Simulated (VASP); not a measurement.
A run of VASP 6.6.1:

The input INCAR:

```
ALGO = Normal
EDIFF = 1E-7
ENCUT = 520
GGA = PE
ISIF = 2
ISMEAR = 0
ISYM = 0
LASPH = T
LCHARG = T
LELF = T
LREAL = Auto
LVHAR = T
LWAVE = F
NBANDS = 106
NELM = 100
PREC = Accurate
SIGMA = 0.02
```

KPOINTS

```
Automatic mesh
0
Gamma
  2 2 2
  0.5 0.5 0.5
```

File POSCAR:

```
HfO2
1.0
   -5.0976115218      5.0976115218      0.0000000000
   -5.0976115218      0.0000000000      5.0976115218
    0.0000000000      5.0976115218      5.0976115218
Hf O
8 16
Direct
    1.0000000000      1.0000000000      0.5000000000
    0.5000000000      1.0000000000      0.5000000000
    1.0000000000      0.5000000000      0.5000000000
    1.0000000000      1.0000000000      0.0000000000
    0.5000000000      0.5000000000      0.5000000000
    0.5000000000      1.0000000000      0.0000000000
    1.0000000000      0.5000000000      0.0000000000
    0.5000000000      0.5000000000      0.0000000000
    0.8750000000      0.8750000000      0.3750000000
    0.3750000000      0.8750000000      0.3750000000
    0.8750000000      0.3750000000      0.3750000000
    0.8750000000      0.8750000000      0.8750000000
    0.3750000000      0.3750000000      0.3750000000
    0.3750000000      0.8750000000      0.8750000000
    0.8750000000      0.3750000000      0.8750000000
    0.3750000000      0.3750000000      0.8750000000
    0.6250000000      0.6250000000      0.1250000000
    0.1250000000      0.6250000000      0.1250000000
    0.6250000000      0.1250000000      0.1250000000
    0.6250000000      0.6250000000      0.6250000000
    0.1250000000      0.1250000000      0.1250000000
    0.1250000000      0.6250000000      0.6250000000
    0.6250000000      0.1250000000      0.6250000000
    0.1250000000      0.1250000000      0.6250000000
```

Potentials or basis: VASP PAW PBE potentials, release 64 (Hf_pv, O).

Run with:

```sh
$ cat potpaw_PBE.64/Hf_pv/POTCAR potpaw_PBE.64/O/POTCAR > POTCAR
$ mpirun -np 1 vasp_std > vasp.out
```

Hardware: 1 thread of Intel(R) Xeon(R) Platinum 8488C (Sapphire Rapids) (shared host).

Problem. How long does it take, and how much memory?

Solution. Run time: 12 min on 1 thread of Intel(R) Xeon(R) Platinum 8488C (Sapphire Rapids) (shared host), peak memory 0.56 GiB. Counts: scf iterations 16, k points 16.
